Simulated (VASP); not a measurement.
# Si8NO14 (a cell with a defect) in VASP: single point with PBEsol

Aim: the single point of Si8NO14 (a cell with a defect) with PBEsol.

All numbers are computed with VASP 6.6.1; they aren't measurements. Logs are shortened: lines on timing, memory, paths and dates and some standing lists are left out, and cuts for length are marked.

## Step 1: The cell of the first run

The cell holds a defect, 23 atoms: a = 6.934 Å, b = 6.934 Å, c = 6.778 Å, α = 90.00°, β = 90.00°, γ = 90.00°.

## Step 2: Single point, PBEsol, collinear spin, ferromagnetic start

INCAR reads:

```
PREC = Accurate
ENCUT = 520
EDIFF = 1E-6
ISMEAR = -1
SIGMA = 0.02
LREAL = Auto
LASPH = T
NELM = 150
ALGO = Normal
ISIF = 2
LWAVE = F
LCHARG = F
ISPIN = 2
MAGMOM = 0 0 0 0 0 0 0 0 0 0 0 0 0 0 0 0 0 0 0 0 0 0 0.45
LORBIT = 11
GGA = PS
NBANDS = 82
```

KPOINTS reads:

```
Automatic mesh
0
Gamma
  2 2 2
```

POSCAR reads:

```
Si8NO14
1.0
   -4.9028000000     -4.9028000000      0.0000000000
    4.9028000000     -4.9028000000      0.0000000000
    0.0000000000      0.0000000000      6.7782000000
Si O N
8 14 1
Direct
    0.2102423105      0.4934794403     -0.0679540291
    0.0313552460      0.2528215510      0.2435215839
    0.7886112018      0.5122013951      0.5011532560
   -0.0587468385      0.8460410378      0.7439048715
    0.7597225055     -0.0472010892      0.0972576790
    0.4524858244      0.6817947907      0.2819900564
    0.2768093742     -0.0011605613      0.5052409194
    0.5640784858      0.2287199152      0.7559169101
    0.3184112140      0.5894365465      0.1173857366
    0.9791209105      0.4317569552      0.3881875719
    0.7401327813      0.3652900383      0.6814422708
    0.0769905972      0.6637932406      0.8353734030
    0.8291283552      0.7333222852      0.5643961524
    0.6003813127      0.5165571714      0.3568317547
    0.0657878151      0.3296682508      0.0212133015
    0.3800083626      0.3798653830      0.8056547461
    0.8438166966      0.1102483275      0.2499077926
    0.3155523374      0.7733801093      0.4511256676
    0.0998607938      1.0000394672      0.6600457349
    0.4766082647      0.0871302113      0.5886658700
    0.2180903769      0.1302389451      0.3144786226
    0.5689680387      0.8646339847      0.1931917028
    0.7697929754      0.9869268581      0.8579326370
```

Potentials or basis: VASP PAW PBE potentials, release 64 (Si, O, N).

On the command line:

```
$ cat potpaw_PBE.64/Si/POTCAR potpaw_PBE.64/O/POTCAR potpaw_PBE.64/N/POTCAR > POTCAR
$ mpirun -np 1 vasp_std > vasp.out
```

OUTCAR:

```text
PREC = Accurate
   ENCUT = 520
   EDIFF = 1E-6
   ISMEAR = -1
   LREAL = Auto
   LASPH = T
   NELM = 150
   ISIF = 2
   ISPIN = 2
   LORBIT = 11
   GGA = PS

 ion  position               nearest neighbor table
   1  0.210  0.493  0.932-   9 1.61  15 1.63  12 1.64  16 1.66   2 2.96
   2  0.031  0.253  0.244-  15 1.62  21 1.62  10 1.62  17 1.63   1 2.96   5 2.98   3 3.02   7 3.02

   3  0.789  0.512  0.501-  13 1.62  10 1.63  11 1.63  14 1.63   6 3.00   2 3.02   4 3.03   8 3.04

   4  0.941  0.846  0.744-  19 1.63  13 1.64  12 1.69  23 1.72   5 2.81   7 3.03   3 3.03
   5  0.760  0.953  0.097-  22 1.60  17 1.61  23 1.64   4 2.81   2 2.98   6 3.10
   6  0.452  0.682  0.282-   9 1.59  18 1.62  14 1.62  22 1.62   7 2.93   3 3.00   5 3.10
   7  0.277  0.999  0.505-  19 1.61  20 1.62  18 1.63  21 1.63   6 2.93   2 3.02   4 3.03   8 3.07

   8  0.564  0.229  0.756-  20 1.62  11 1.63  16 1.69  23 2.31   3 3.04   7 3.07
   9  0.318  0.589  0.117-   6 1.59   1 1.61
  10  0.979  0.432  0.388-   2 1.62   3 1.63
  11  0.740  0.365  0.681-   8 1.63   3 1.63
  12  0.077  0.664  0.835-   1 1.64   4 1.69
  13  0.829  0.733  0.564-   3 1.62   4 1.64
  14  0.600  0.517  0.357-   6 1.62   3 1.63
  15  0.066  0.330  0.021-   2 1.62   1 1.63
  16  0.380  0.380  0.806-   1 1.66   8 1.69
  17  0.844  0.110  0.250-   5 1.61   2 1.63
  18  0.316  0.773  0.451-   6 1.62   7 1.63
  19  0.100  0.000  0.660-   7 1.61   4 1.63
  20  0.477  0.087  0.589-   7 1.62   8 1.62
  21  0.218  0.130  0.314-   2 1.62   7 1.63
  22  0.569  0.865  0.193-   5 1.60   6 1.62
  23  0.770  0.987  0.858-   5 1.64   4 1.72   8 2.31

  LATTYP: Found a simple tetragonal cell.
 ALAT       =     6.9336062536
 C/A-ratio  =     0.9775865188

  Lattice vectors:

 A1 = (  -4.9028000000,  -4.9028000000,   0.0000000000)
 A2 = (   4.9028000000,  -4.9028000000,   0.0000000000)
 A3 = (   0.0000000000,   0.0000000000,   6.7782000000)

Analysis of symmetry for initial positions (statically):
=====================================================================
 Subroutine PRICEL returns:
 Original cell was already a primitive cell.

 Routine SETGRP: Setting up the symmetry group for a
 simple tetragonal supercell.

 Subroutine GETGRP returns: Found  1 space group operations
 (whereof  1 operations were pure point group operations)
 out of a pool of 16 trial point group operations.

The static configuration has the point symmetry C_1 .

Analysis of symmetry for dynamics (positions and initial velocities):
=====================================================================
 Subroutine PRICEL returns:
 Original cell was already a primitive cell.

 Routine SETGRP: Setting up the symmetry group for a
 simple tetragonal supercell.

 Subroutine GETGRP returns: Found  1 space group operations
 (whereof  1 operations were pure point group operations)
 out of a pool of 16 trial point group operations.

The dynamic configuration has the point symmetry C_1 .

Analysis of structural, dynamic, and magnetic symmetry:
=====================================================================
 Subroutine PRICEL returns:
 Original cell was already a primitive cell.

 Routine SETGRP: Setting up the symmetry group for a
 simple tetragonal supercell.

 Subroutine GETGRP returns: Found  1 space group operations
 (whereof  1 operations were pure point group operations)
 out of a pool of 16 trial point group operations.

The overall configuration has the point symmetry C_1 .

 Subroutine INISYM returns: Found  1 space group operations
 (whereof  1 operations are pure point group operations),
 and found     1 'primitive' translations

----------------------------------------------------------------------------------------

                                     Primitive cell

  volume of cell :     325.8613

  direct lattice vectors                    reciprocal lattice vectors
    -4.902800000 -4.902800000  0.000000000    -0.101982541 -0.101982541  0.000000000
     4.902800000 -4.902800000  0.000000000     0.101982541 -0.101982541  0.000000000
     0.000000000  0.000000000  6.778200000     0.000000000  0.000000000  0.147531793

[... 91 lines left out ...]
   number of dos      NEDOS =    301   number of ions     NIONS =     23
   total plane-waves  NPLWV = 145800
   dimension x,y,z NGX =    54 NGY =   54 NGZ =   50
   dimension x,y,z NGXF=   108 NGYF=  108 NGZF=  100
   ions per type =               8  14   1
   NGX,Y,Z   is equivalent  to a cutoff of  12.95, 12.95, 12.26 a.u.
   NGXF,Y,Z  is equivalent  to a cutoff of  25.89, 25.89, 24.53 a.u.
 SYSTEM =  unknown system
   PREC   = accura    normal or accurate (medium, high low for compatibility)
   ISTART =      0    job   : 0-new  1-cont  2-samecut
   ICHARG =      2    charge: 1-file 2-atom 10-const
   ISPIN  =      2    spin polarized calculation?
   LNONCOLLINEAR =      F non collinear calculations
   LSORBIT =      F    spin-orbit coupling
   LASPH  =      T    aspherical Exc in radial PAW
   ENCUT  =  520.0 eV  38.22 Ry    6.18 a.u.  12.89 12.89 12.60*2*pi/ulx,y,z
   NELM   =    150;   NELMIN=  2; NELMDL= -5     # of ELM steps
   EDIFF  = 0.1E-05   stopping-criterion for ELM
   LREAL  =      T    real-space projection
   EDIFFG = 0.1E-04   stopping-criterion for IOM
   NSW    =      0    number of steps for IOM
   IBRION =     -1    ionic relax: 0-MD 1-quasi-New 2-CG
   NFREE  =      0    steps in history (QN), initial steepest desc. (CG)
   ISIF   =      2    stress and relaxation
   ISYM   =      2    0-nonsym 1-usesym 2-fastsym
   POTIM  = 0.5000    time-step for ionic-motion
   TEBEG  =    0.0;   TEEND  =   0.0 temperature during run
   PSTRESS=    0.0 pullay stress
   NELECT =     121.0000    total number of electrons
   NUPDOWN=      -1.0000    fix difference up-down
   EMIN   =  10.00;   EMAX   =-10.00  energy-range for DOS
   EFERMI =   0.00;   METHOD = LEGACY
   ISMEAR =    -1;   SIGMA  =   0.02  broadening in eV -4-tet -1-fermi 0-gaus
   EFERMI_NEDOS =   21; number of points for ismear=-14 and -15
   IALGO  =     38    algorithm
   IMIX   =      4    mixing-type and parameters
     AMIX     =   0.40;   BMIX     =  1.00
     AMIX_MAG =   1.60;   BMIX_MAG =  1.00
  volume/ion in A,a.u.               =      14.17        95.61
  Fermi-wavevector in a.u.,A,eV,Ry     =   1.176682  2.223606 18.838356  1.384580
  Thomas-Fermi vector in A             =   2.313041
   LORBIT       =     11    0 simple, 1 ext, 2 COOP (PROOUT), +10 PAW based schemes
   GGA     = PS    functional components
   LHFCALC =     F    Hartree Fock is set to
   AEXX    =    0.0000 exact exchange contribution
   IVDW    =     0    specifies the selected vdW correction
   LEPSILON=     F    determine dielectric tensor
   LRPA    =     F    only Hartree local field effects (RPA)
 spin polarized calculation
  energy-cutoff  :      520.00
  volume of cell :      325.86
 maximum number of plane-waves:      8808
 NGX is ok and might be reduce to    54
   NGX = 25   NGY = 25   NGZ = 25

 number of electron     120.9999994 magnetization       1.0000610

 Free energy of the ion-electron system (eV)
  ---------------------------------------------------
  ext. energy  EPLUGINS =         0.00000000
  ---------------------------------------------------
  free energy    TOTEN  =      -183.61271657 eV

  energy without entropy =     -183.61271624  energy(sigma->0) =     -183.61271640

 E-fermi :   3.6668     XC(G=0):  -8.8237

 val. band max:        3.4084532966   @ k =   0.5000   0.0000   0.5000
 cond. band min:       3.9116125254   @ k =   0.0000   0.0000   0.0000
 fundamental gap:      0.5031592288
 Fermi energy:         3.6668121348

 spin component 1

 k-point     1 :       0.0000    0.0000    0.0000
  band No.  band energies     occupation
      1     -18.9320      1.00000
      2     -18.2055      1.00000
      3     -18.1111      1.00000
      4     -18.0472      1.00000
      5     -17.8791      1.00000
      6     -17.6061      1.00000
[... 589 lines left out ...]
     71       9.2809      0.00000
     72       9.6117      0.00000
 Fermi energy:         3.6668121348

 spin component 2

 k-point     1 :       0.0000    0.0000    0.0000
  band No.  band energies     occupation
      1     -18.9152      1.00000
      2     -18.1909      1.00000
      3     -18.0795      1.00000
      4     -18.0321      1.00000
      5     -17.8650      1.00000
      6     -17.5720      1.00000
[... 589 lines left out ...]
     71       9.3942      0.00000
     72       9.7008      0.00000
 [bands above 72 left out]

------------------------ aborting loop because EDIFF is reached ----------------------------------------

  FORCE on cell =-STRESS in cart. coord.  units (eV):
  Direction    XX          YY          ZZ          XY          YZ          ZX
  --------------------------------------------------------------------------------------
  -------------------------------------------------------------------------------------
  Total      -12.2440878      6.3980428      8.1385020      0.8716383     -1.5480101      1.3001708
  in kB      -60.2010807     31.4575569     40.0149543      4.2856250     -7.6111740      6.3926108
  external PRESSURE =       3.7571435 kB  Pullay stress =       0.0000000 kB

 VOLUME and BASIS-vectors are now :
 -----------------------------------------------------------------------------
  energy-cutoff  :      520.00
  volume of cell :      325.86
      direct lattice vectors                 reciprocal lattice vectors
    -4.902800000 -4.902800000  0.000000000    -0.101982541 -0.101982541  0.000000000
     4.902800000 -4.902800000  0.000000000     0.101982541 -0.101982541  0.000000000
     0.000000000  0.000000000  6.778200000     0.000000000  0.000000000  0.147531793

 POSITION                                       TOTAL-FORCE (eV/Angst)
 -----------------------------------------------------------------------------------
      1.38865     -3.45021      6.31759        -0.115144     -0.031313     -0.186031
      1.08581     -1.39326      1.65064         0.024649     -0.145785     -0.048435
     -1.35518     -6.37762      3.39692        -0.058276     -0.019871      0.027754
     -0.46681     -8.76275      5.04234        -0.661476     -0.007041     -0.216584
      0.94661     -8.39615      0.65923        -0.128107     -0.088670     -0.188040
      1.12426     -5.56115      1.91139        -0.018319      0.223306      0.080521
[... 15 lines left out ...]
      1.44959     -7.02866      1.30949         0.023002     -0.225330     -0.173038
      1.06456     -8.61285      5.81524         0.410386      0.180940      0.764330
 -----------------------------------------------------------------------------------
    total drift:                                0.006385     -0.010646     -0.005938

  FREE ENERGIE OF THE ION-ELECTRON SYSTEM (eV)
  ---------------------------------------------------
  free  energy   TOTEN  =      -183.6127165664 eV

  energy  without entropy=     -183.6127162372  energy(sigma->0) =     -183.61271640

 total charge

# of ion       s       p       d       tot
------------------------------------------
    1        0.632   0.966   0.000   1.598
    2        0.655   1.005   0.000   1.660
    3        0.653   0.999   0.000   1.652
    4        0.645   0.937   0.000   1.582
    5        0.703   0.976   0.000   1.679
    6        0.654   1.022   0.000   1.676
[... 15 lines left out ...]
   22        1.553   3.679   0.000   5.232
   23        1.254   2.557   0.000   3.811
--------------------------------------------------
tot         28.196  61.627   0.000  89.823

 magnetization (x)

# of ion       s       p       d       tot
------------------------------------------
    1        0.002   0.004   0.000   0.006
    2        0.000   0.000   0.000   0.001
    3        0.002   0.003   0.000   0.005
    4        0.005   0.005   0.000   0.010
    5        0.027   0.073   0.000   0.100
    6        0.000   0.000   0.000   0.000
[... 15 lines left out ...]
   22        0.003   0.011   0.000   0.015
   23        0.030  -0.020   0.000   0.010
--------------------------------------------------
tot          0.177   0.264   0.000   0.441
```

It took 7.5 min on 1 thread of Intel Xeon Platinum 8488C (Sapphire Rapids), shared host; peak memory 0.62 GiB.

What came out:

```yaml
Free_energy: -183.6127 eV
Pressure: 0.4 GPa
Largest_force: 0.886 eV/Å
Band_gap_on_the_k_mesh: 0.50 eV
Net_moment: 1.00 μB per cell
Site_moments: Si +0.01, +0.00, +0.10, +0.17 (each value once); O +0.00, +0.02, +0.03, +0.01 (each value once); N +0.01 μB
Valence_electrons_inside_the_program's_atomic_spheres: Si 1.60, 1.66, 1.65, 1.58, 1.68, 1.54 (each value once); O 5.27, 5.22, 5.21, 5.17, 5.16, 5.20, 5.23 (each value once); N 3.81
```

Forces in eV/Å, atoms in the order of the input:
```
Si  -0.115 -0.031 -0.186
Si   0.025 -0.146 -0.048
Si  -0.058 -0.020  0.028
Si  -0.661 -0.007 -0.217
Si  -0.128 -0.089 -0.188
Si  -0.018  0.223  0.081
Si   0.002 -0.002 -0.012
Si   0.037  0.024  0.097
O    0.013 -0.067 -0.001
O   -0.066 -0.016 -0.002
O    0.067 -0.127 -0.005
O    0.117 -0.023 -0.048
O    0.029  0.034 -0.058
O    0.032 -0.008 -0.045
O   -0.033  0.116 -0.021
O    0.245  0.035  0.107
O    0.061  0.232 -0.062
O   -0.048  0.018  0.037
O    0.056 -0.128 -0.030
O   -0.006  0.036 -0.022
O    0.018 -0.010  0.004
O    0.023 -0.225 -0.173
N    0.410  0.181  0.764
```

Caveat: the k points lie up to 0.46 Å⁻¹ apart; the PAW data sets were made with another functional, which shifts forces and pressure a little.
